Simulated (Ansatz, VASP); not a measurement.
## One calculation of VO2, two programs

File INCAR:

```
SYSTEM = VO2
  ALGO = Normal
  EDIFF = 1E-6
  ENCUT = 600
  GGA = PE
  GGA_COMPAT = .FALSE.
  ISIF = 2
  ISMEAR = 0
  ISPIN = 2
  LASPH = .TRUE.
  LCHARG = .FALSE.
  LDAU = .TRUE.
  LDAUJ = 0 0
  LDAUL = 2 -1
  LDAUPRINT = 1
  LDAUTYPE = 2
  LDAUU = 3.25 0
  LMAXMIX = 4
  LORBIT = 11
  LREAL = .FALSE.
  LWAVE = .FALSE.
  MAGMOM = -0.94 -0.94 0 0 0 0
  NBANDS = 38
  NELM = 200
  PREC = Accurate
  SIGMA = 0.02
```

The input KPOINTS:

```
k-points
0
G
  6 6 10
  0 0 0
```

File POSCAR:

```
VO2
1.0
    4.4747455319      0.0000000000      0.0000000000
    0.0000000000      4.4747455319      0.0000000000
    0.0000000000      0.0000000000      3.0220049858
V O
2 4
Direct
    0.0000000000      0.0000000000      0.0000000000
    0.5000000000      0.5000000000      0.5000000000
    0.2989568933      0.2989568933      0.0000000000
    0.7010431067      0.7010431067      0.0000000000
    0.7989568933      0.2010431067      0.5000000000
    0.2010431067      0.7989568933      0.5000000000
```

Input for Ansatz:

```yaml
crystal:
  lattice:
    - [4.4747455319, 0.0, 0.0]
    - [0.0, 4.4747455319, 0.0]
    - [0.0, 0.0, 3.0220049858]
  atoms:
    - { symbol: V, position: [0.0, 0.0, 0.0], spin: -0.94 }
    - { symbol: V, position: [0.5, 0.5, 0.5], spin: -0.94 }
    - { symbol: O, position: [0.2989568933, 0.2989568933, 0.0] }
    - { symbol: O, position: [0.7010431067, 0.7010431067, 0.0] }
    - { symbol: O, position: [0.7989568933, 0.2010431067, 0.5] }
    - { symbol: O, position: [0.2010431067, 0.7989568933, 0.5] }
basis:
  ecutwfc: 420
kpoints:
  mp_grid: { grid: [6, 6, 10] }
  band_path: { path: [VBM, CBM], npoints: 2 }
hamiltonian:
  xc: pbe
  hubbard: { sites: [{ species: V, l: d, u_eff: 3.25 }] }
scf:
  occupations: { method: gaussian, width: 0.02 }
output:
  forces: true
  stress: true
  eigenvalues: true
  populations: true
magnetization:
  spin_polarized: true
checkpoint:
  read: start.run
  write: ck
  compress: false
  write_wavefunctions: false
  write_every: 100000
```

Alike in both runs: task single point; functional PBE; k mesh 6 × 6 × 10; occupations gaussian, width 0.02 eV; collinear spin; Hubbard terms V d U = 3.25 eV.

|  | VASP | Ansatz |
| --- | --- | --- |
| version | VASP 6.6.1 | Ansatz 0.2.0 |
| potentials or method | VASP PAW PBE potentials, release 64 (V_sv, O), cutoff 600 eV | scalar-relativistic, plane waves, PAW |
| valence electrons in the cell | 50 | 50 |

|  | VASP | Ansatz | Ansatz less VASP |
| --- | --- | --- | --- |
| gap on the k mesh at the Fermi level (eV) | 1.00 | 0.89 | -0.115 |
| least direct gap on the mesh (eV) | 1.25 | 1.09 | -0.165 |
| pressure (GPa) | 4.4 | 1.1 | -3.38 |
| traceless stress, the component that is largest in VASP (GPa) | -0.19 | 0.01 | +0.203 |
| rms of the force components (eV/Å) | 0.024 | 0.001 | -0.0228 |
| net moment per atom (μB) | 0.33 | 0.33 | 0.000 |
| size of the moment on the site where the two differ most (μB) | 1.07 | 0.86 | -0.211 |

Site moments also hang on the region over which each program counts them. The programs project onto different local orbitals, so the same U acts differently, and such runs can settle in different states. Atom by atom the forces differ by 0.024 eV/Å (rms over components). Ansatz's warnings: stability check not made.
